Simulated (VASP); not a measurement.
# RbVF3 (Pm-3m) in VASP: notebook

RbVF3 is run at these levels: LDA+U; tasks: single point.

Program: VASP 6.6.1. These are calculated values, not measurements. Logs are shortened: lines on timing, memory, paths and dates and some standing lists are left out, and cuts for length are marked.

### Step 1. The cell of the first run

Symmetry: Pm-3m, No. 221, cubic system. Conventional cell: a = 4.182 Å, b = 4.182 Å, c = 4.182 Å, α = 90.00°, β = 90.00°, γ = 90.00°. Rb (site symmetry m-3m) has 12 F at 2.96 Å and 8 V at 3.62 Å within 3.9 Å. Within 2.8 Å of V (site symmetry m-3m) lie 6 F at 2.09 Å. Within 2.8 Å of F (site symmetry 4/mmm) lie 2 V at 2.09 Å.

### Step 2. Single point, LDA+U, collinear spin, ferromagnetic start

File INCAR:

```
ALGO = Normal ; EDIFF = 1E-7
ENCUT = 520 ; GGA = CA
ISIF = 2 ; ISMEAR = 0
ISPIN = 2 ; LASPH = True
LCHARG = False ; LDAU = True
LDAUJ = 0 0 0 ; LDAUL = -1 2 -1
LDAUPRINT = 1 ; LDAUTYPE = 2
LDAUU = 0 4 0 ; LMAXMIX = 4
LORBIT = 11 ; LREAL = False
LWAVE = False ; MAGMOM = 0 3 0 0 0
NBANDS = 34 ; NELM = 150
PREC = Accurate ; SIGMA = 0.05
```

File KPOINTS:

```
k-points
0
Gamma
  5 5 5
```

File POSCAR:

```
RbVF3
1.0
    4.1819996800      0.0000000000      0.0000000000
    0.0000000000      4.1819996800      0.0000000000
    0.0000000000      0.0000000000      4.1819996800
Rb V F
1 1 3
Direct
    0.0000000000      0.0000000000      0.0000000000
    0.5000000000      0.5000000000      0.5000000000
    0.5000000000      0.5000000000      0.0000000000
    0.0000000000      0.5000000000      0.5000000000
    0.5000000000      0.0000000000      0.5000000000
```

Potentials or basis: VASP PAW LDA potentials, release 64 (Rb_sv, V_sv, F).

Launch:

```console
> cat potpaw_LDA.64/Rb_sv/POTCAR potpaw_LDA.64/V_sv/POTCAR potpaw_LDA.64/F/POTCAR > POTCAR
> mpirun -np 1 vasp_std > vasp.out
```

OUTCAR:

```text
EDIFF = 1E-7
   ENCUT = 520
   GGA = CA
   ISIF = 2
   ISMEAR = 0
   ISPIN = 2
   LASPH = True
   LORBIT = 11
   LREAL = False
   NELM = 150
   PREC = Accurate

 ion  position               nearest neighbor table
   1  0.000  0.000  0.000-   3 2.96   4 2.96   5 2.96   4 2.96   5 2.96   3 2.96   4 2.96   4 2.96
                             3 2.96   5 2.96   5 2.96   3 2.96   2 3.62   2 3.62   2 3.62   2 3.62
   2  0.500  0.500  0.500-   3 2.09   4 2.09   5 2.09   3 2.09   5 2.09   4 2.09   1 3.62   1 3.62
                             1 3.62   1 3.62   1 3.62   1 3.62   1 3.62   1 3.62
   3  0.500  0.500  0.000-   2 2.09   2 2.09   1 2.96   1 2.96   1 2.96   1 2.96
   4  0.000  0.500  0.500-   2 2.09   2 2.09   1 2.96   1 2.96   1 2.96   1 2.96
   5  0.500  0.000  0.500-   2 2.09   2 2.09   1 2.96   1 2.96   1 2.96   1 2.96

  LATTYP: Found a simple cubic cell.
 ALAT       =     4.1819996800

  Lattice vectors:

 A1 = (   4.1819996800,   0.0000000000,   0.0000000000)
 A2 = (   0.0000000000,   4.1819996800,   0.0000000000)
 A3 = (   0.0000000000,   0.0000000000,   4.1819996800)

Analysis of symmetry for initial positions (statically):
=====================================================================
 Subroutine PRICEL returns:
 Original cell was already a primitive cell.

 Routine SETGRP: Setting up the symmetry group for a
 simple cubic supercell.

 Subroutine GETGRP returns: Found 48 space group operations
 (whereof 48 operations were pure point group operations)
 out of a pool of 48 trial point group operations.

The static configuration has the point symmetry O_h .

Analysis of symmetry for dynamics (positions and initial velocities):
=====================================================================
 Subroutine PRICEL returns:
 Original cell was already a primitive cell.

 Routine SETGRP: Setting up the symmetry group for a
 simple cubic supercell.

 Subroutine GETGRP returns: Found 48 space group operations
 (whereof 48 operations were pure point group operations)
 out of a pool of 48 trial point group operations.

The dynamic configuration has the point symmetry O_h .

Analysis of structural, dynamic, and magnetic symmetry:
=====================================================================
 Subroutine PRICEL returns:
 Original cell was already a primitive cell.

 Routine SETGRP: Setting up the symmetry group for a
 simple cubic supercell.

 Subroutine GETGRP returns: Found 48 space group operations
 (whereof 48 operations were pure point group operations)
 out of a pool of 48 trial point group operations.

The overall configuration has the point symmetry O_h .

 Subroutine INISYM returns: Found 48 space group operations
 (whereof 48 operations are pure point group operations),
 and found     1 'primitive' translations

----------------------------------------------------------------------------------------

                                     Primitive cell

  volume of cell :      73.1395

  direct lattice vectors                    reciprocal lattice vectors
     4.181999680  0.000000000  0.000000000     0.239120057  0.000000000  0.000000000
     0.000000000  4.181999680  0.000000000     0.000000000  0.239120057  0.000000000
     0.000000000  0.000000000  4.181999680     0.000000000  0.000000000  0.239120057

  length of vectors
     4.181999680  4.181999680  4.181999680     0.239120057  0.239120057  0.239120057

  position of ions in fractional coordinates (direct lattice)
     0.000000000  0.000000000  0.000000000
     0.500000000  0.500000000  0.500000000
     0.500000000  0.500000000  0.000000000
     0.000000000  0.500000000  0.500000000
     0.500000000  0.000000000  0.500000000

  ion indices of the primitive-cell ions
   primitive index   ion index
                 1           1
                 2           2
[... 82 lines left out ...]
  Fermi-wavevector in a.u.,A,eV,Ry     =   1.371451  2.591667 25.590900  1.880878
  Thomas-Fermi vector in A             =   2.497147
   LORBIT       =     11    0 simple, 1 ext, 2 COOP (PROOUT), +10 PAW based schemes
 LDA+U is selected, type is set to LDAUTYPE =  2
   angular momentum for each species LDAUL =    -1    2   -1
   U (eV)           for each species LDAUU =   0.0  4.0  0.0
   J (eV)           for each species LDAUJ =   0.0  0.0  0.0
   GGA     = CA    functional components
   LHFCALC =     F    Hartree Fock is set to
   AEXX    =    0.0000 exact exchange contribution
   IVDW    =     0    specifies the selected vdW correction
   LEPSILON=     F    determine dielectric tensor
   LRPA    =     F    only Hartree local field effects (RPA)
 spin polarized calculation
 Gauss-broadening in eV      SIGMA  =   0.05
  energy-cutoff  :      520.00
  volume of cell :       73.14
 maximum number of plane-waves:      1975
 NGX is ok and might be reduce to    32
   NGX = 15   NGY = 15   NGZ = 15

atom =   2  type =  2  l = 2

 onsite density matrix

spin component  1

  0.9121  0.0000 -0.0000 -0.0000  0.0000
  0.0000  0.9121  0.0000 -0.0000  0.0000
 -0.0000  0.0000  0.0904  0.0000 -0.0000
 -0.0000 -0.0000  0.0000  0.9121 -0.0000
  0.0000  0.0000 -0.0000 -0.0000  0.0904

spin component  2

  0.0186 -0.0000 -0.0000 -0.0000  0.0000
 -0.0000  0.0186  0.0000 -0.0000  0.0000
 -0.0000  0.0000  0.0757  0.0000  0.0000
 -0.0000 -0.0000  0.0000  0.0186  0.0000
  0.0000  0.0000  0.0000  0.0000  0.0757

 occupancies and eigenvectors

  o =  0.0186  v =  0.0000  0.0000  0.0000  0.0000  0.0000  1.0000  0.0000  0.0000  0.0000  0.0000      0.0000  0.0000  0.0000  0.0000  0.0000  0.0000  0.0000  0.0000  0.0000  0.0000
  o =  0.0186  v =  0.0000  0.0000  0.0000  0.0000  0.0000  0.0000 -0.0425  0.0000 -0.9991 -0.0000      0.0000  0.0000  0.0000  0.0000  0.0000  0.0000  0.0000  0.0000  0.0000  0.0000
  o =  0.0186  v =  0.0000  0.0000  0.0000  0.0000  0.0000  0.0000  0.9991 -0.0000 -0.0425 -0.0000      0.0000  0.0000  0.0000  0.0000  0.0000  0.0000  0.0000  0.0000  0.0000  0.0000
  o =  0.0757  v =  0.0000  0.0000  0.0000  0.0000  0.0000  0.0000 -0.0000 -0.0080 -0.0000  1.0000      0.0000  0.0000  0.0000  0.0000  0.0000  0.0000  0.0000  0.0000  0.0000  0.0000
  o =  0.0757  v =  0.0000  0.0000  0.0000  0.0000  0.0000  0.0000 -0.0000 -1.0000 -0.0000 -0.0080      0.0000  0.0000  0.0000  0.0000  0.0000  0.0000  0.0000  0.0000  0.0000  0.0000
  o =  0.0904  v =  0.0000 -0.0000 -0.1499  0.0000 -0.9887  0.0000  0.0000  0.0000  0.0000  0.0000      0.0000  0.0000  0.0000  0.0000  0.0000  0.0000  0.0000  0.0000  0.0000  0.0000
  o =  0.0904  v =  0.0000  0.0000 -0.9887  0.0000  0.1499  0.0000  0.0000  0.0000  0.0000  0.0000      0.0000  0.0000  0.0000  0.0000  0.0000  0.0000  0.0000  0.0000  0.0000  0.0000
  o =  0.9121  v =  0.0000 -0.1452  0.0000  0.9894  0.0000  0.0000  0.0000  0.0000  0.0000  0.0000      0.0000  0.0000  0.0000  0.0000  0.0000  0.0000  0.0000  0.0000  0.0000  0.0000
  o =  0.9121  v =  1.0000  0.0000  0.0000  0.0000  0.0000  0.0000  0.0000  0.0000  0.0000  0.0000      0.0000  0.0000  0.0000  0.0000  0.0000  0.0000  0.0000  0.0000  0.0000  0.0000
  o =  0.9121  v =  0.0000  0.9894  0.0000  0.1452  0.0000  0.0000  0.0000  0.0000  0.0000  0.0000      0.0000  0.0000  0.0000  0.0000  0.0000  0.0000  0.0000  0.0000  0.0000  0.0000

 number of electron      42.9999987 magnetization       2.9999664

 Free energy of the ion-electron system (eV)
  ---------------------------------------------------
  ext. energy  EPLUGINS =         0.00000000
  ---------------------------------------------------
  free energy    TOTEN  =       -29.48579897 eV

  energy without entropy =      -29.48579897  energy(sigma->0) =      -29.48579897

 E-fermi :   3.4268     XC(G=0): -10.4905

 val. band max:        2.9847694837   @ k =   0.4000   0.4000   0.4000
 cond. band min:       5.2646558673   @ k =   0.0000   0.0000   0.0000
 fundamental gap:      2.2798863836
 Fermi energy:         3.4267549092

 spin component 1

 k-point     1 :       0.0000    0.0000    0.0000
  band No.  band energies     occupation
      1     -60.2545      1.00000
      2     -34.5836      1.00000
      3     -34.5836      1.00000
      4     -34.5836      1.00000
      5     -23.4625      1.00000
      6     -20.8185      1.00000
[... 349 lines left out ...]
     32      12.8315      0.00000
     33      13.7548      0.00000
 Fermi energy:         3.4267549092

 spin component 2

 k-point     1 :       0.0000    0.0000    0.0000
  band No.  band energies     occupation
      1     -57.7506      1.00000
      2     -32.1477      1.00000
      3     -32.1477      1.00000
      4     -32.1477      1.00000
      5     -23.4579      1.00000
      6     -20.7531      1.00000
[... 349 lines left out ...]
     32      13.4887      0.00000
     33      13.9732      0.00000
 [bands above 33 left out]

------------------------ aborting loop because EDIFF is reached ----------------------------------------

  FORCE on cell =-STRESS in cart. coord.  units (eV):
  Direction    XX          YY          ZZ          XY          YZ          ZX
  --------------------------------------------------------------------------------------
  -------------------------------------------------------------------------------------
  Total       -1.4667761     -1.4667761     -1.4667761      0.0000000     -0.0000000      0.0000000
  in kB      -32.1308654    -32.1308654    -32.1308654      0.0000000     -0.0000000      0.0000000
  external PRESSURE =     -32.1308654 kB  Pullay stress =       0.0000000 kB

 VOLUME and BASIS-vectors are now :
 -----------------------------------------------------------------------------
  energy-cutoff  :      520.00
  volume of cell :       73.14
      direct lattice vectors                 reciprocal lattice vectors
     4.181999680  0.000000000  0.000000000     0.239120057  0.000000000  0.000000000
     0.000000000  4.181999680  0.000000000     0.000000000  0.239120057  0.000000000
     0.000000000  0.000000000  4.181999680     0.000000000  0.000000000  0.239120057

 POSITION                                       TOTAL-FORCE (eV/Angst)
 -----------------------------------------------------------------------------------
      0.00000      0.00000      0.00000         0.000000      0.000000      0.000000
      2.09100      2.09100      2.09100         0.000000      0.000000      0.000000
      2.09100      2.09100      0.00000         0.000000      0.000000      0.000000
      0.00000      2.09100      2.09100         0.000000      0.000000      0.000000
      2.09100      0.00000      2.09100         0.000000      0.000000      0.000000
 -----------------------------------------------------------------------------------
    total drift:                                0.000000     -0.000000     -0.000000

  FREE ENERGIE OF THE ION-ELECTRON SYSTEM (eV)
  ---------------------------------------------------
  free  energy   TOTEN  =       -29.4857989736 eV

  energy  without entropy=      -29.4857989736  energy(sigma->0) =      -29.48579897

 total charge

# of ion       s       p       d       tot
------------------------------------------
    1        1.937   5.342   0.026   7.305
    2        2.136   6.114   3.101  11.351
    3        1.720   4.360   0.000   6.080
    4        1.720   4.360   0.000   6.080
    5        1.720   4.360   0.000   6.080
--------------------------------------------------
tot          9.234  24.536   3.128  36.898

 magnetization (x)

# of ion       s       p       d       tot
------------------------------------------
    1       -0.000  -0.000   0.001   0.001
    2        0.009   0.009   2.699   2.718
    3       -0.001   0.016   0.000   0.015
    4       -0.001   0.016   0.000   0.015
    5       -0.001   0.016   0.000   0.015
--------------------------------------------------
tot          0.005   0.057   2.701   2.763
```

Wall time 42 s (1 thread of AMD EPYC 7R13 (Zen 3), shared host); peak memory 0.15 GiB.

What came out:

```
Free energy                                           : -29.4858 eV
Pressure                                              : -3.2 GPa
Band gap on the k mesh                                : 2.28 eV (least direct gap 3.38 eV)
Net moment                                            : 3.00 μB per cell
Site moments                                          : Rb +0.00; V +2.72; F +0.01 μB
Valence electrons inside the program's atomic spheres : Rb 7.30; V 11.35; F 6.08
```

Eigenvalues of the final occupation matrices:
| site | spin | trace | eigenvalues |
| --- | --- | --- | --- |
| site 2 d | 1 | 2.92 | 0.09 0.09 0.91 0.91 0.91 |
| site 2 d | 2 | 0.21 | 0.02 0.02 0.02 0.08 0.08 |

Caveat: the cell stands under tension; an odd mesh through Γ misses points on the zone boundary, where band edges can lie.

### Step 3. Single point, LDA+U, collinear spin, ferromagnetic start

File INCAR:

```
SYSTEM = RbVF3
  ALGO = Normal
  EDIFF = 1E-6
  ENCUT = 520
  ISIF = 2
  ISMEAR = 0
  ISPIN = 2
  LASPH = .True.
  LCHARG = .False.
  LDAU = .True.
  LDAUJ = 0 0 0
  LDAUL = -1 2 -1
  LDAUPRINT = 1
  LDAUTYPE = 2
  LDAUU = 0 4 0
  LMAXMIX = 4
  LORBIT = 11
  LREAL = .False.
  LWAVE = .False.
  MAGMOM = 0 2.48 0.02 0.02 0.02
  NBANDS = 34
  NELM = 150
  PREC = Accurate
  SIGMA = 0.05
```

File KPOINTS:

```
k-points
0
Gamma
  5 5 5
  0 0 0
```

POSCAR is that of step 2.

Potentials or basis: VASP PAW LDA potentials, release 64 (Rb_sv, V_sv, F).

Launch:

```console
> cat potpaw_LDA.64/Rb_sv/POTCAR potpaw_LDA.64/V_sv/POTCAR potpaw_LDA.64/F/POTCAR > POTCAR
> mpirun -np 1 vasp_std > vasp.out
```

It took 30 s on 1 thread of AMD EPYC 7R13 (Zen 3), shared host; peak memory 0.15 GiB.

The run converged. Its results:

```
Free energy                                           : -29.4858 eV
Pressure                                              : -3.3 GPa
Band gap on the k mesh                                : 2.28 eV (least direct gap 3.38 eV)
Net moment                                            : 3.00 μB per cell
Site moments                                          : Rb +0.00; V +2.72; F +0.01 μB
Valence electrons inside the program's atomic spheres : Rb 7.30; V 11.35; F 6.08
```

Levels at points of the mesh, in eV from the valence-band top:
Spin up:
```
           k point  band 19  band 20  band 21  band 22  band 23  band 24  band 25  band 26  band 27  band 28
(0.00, 0.00, 0.00)    -4.78    -4.78    -1.10    -1.10    -1.10     2.28     3.21     3.21     5.09     5.09
```
Spin down:
```tsv
k point	band 18	band 19	band 20	band 21	band 22	band 23
(0.00, 0.00, 0.00)	-4.72	-4.72	-4.72	2.58	4.07	4.07
```

Eigenvalues of the final occupation matrices:
| site | spin | trace | eigenvalues |
| --- | --- | --- | --- |
| site 2 d | 1 | 2.92 | 0.09 0.09 0.91 0.91 0.91 |
| site 2 d | 2 | 0.21 | 0.02 0.02 0.02 0.08 0.08 |

Caveat: the cell stands under tension; an odd mesh through Γ misses points on the zone boundary, where band edges can lie. The state reached can hang on the start; a lower one may exist.
